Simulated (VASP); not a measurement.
Crystal: PbS (Galena).

```
CELL_PARAMETERS angstrom
0.00000 2.96575 2.96575
2.96575 0.00000 2.96575
2.96575 2.96575 0.00000
ATOMIC_POSITIONS crystal
Pb 0.00000 0.00000 0.00000
S 0.50000 0.50000 0.50000
```

Base run:

| Property | Result |
| --- | --- |
| Program | VASP 6.6.1 |
| Functional | RPBE |
| Potentials or basis | VASP PAW PBE potentials, release 64 (Pb_d, S) |
| Cutoff | 520 eV |
| k mesh | 8 × 8 × 8 |
| Occupations | fermi-dirac, width 0.05 eV |
| Spin | no spin polarisation |

Its results: band gap on the k mesh 0.46 eV, direct; pressure 4.1 GPa.

Q: After a change of settings the same cell gave: band gap on the k mesh 0.48 eV, direct; pressure 6.0 GPa. Which change was it?
A. functional from RPBE to PBEsol; occupations from fermi-dirac, width 0.05 eV to gaussian, width 0.05 eV
B. functional from RPBE to PBE; occupations from fermi-dirac, width 0.05 eV to gaussian, width 0.013 eV
C. functional from RPBE to PBE
D. functional from RPBE to BLYP

A: D.

Caveats: the PAW data sets were made with another functional, which shifts forces and pressure a little; spin-orbit coupling is left out, which moves the levels of the heavy elements.
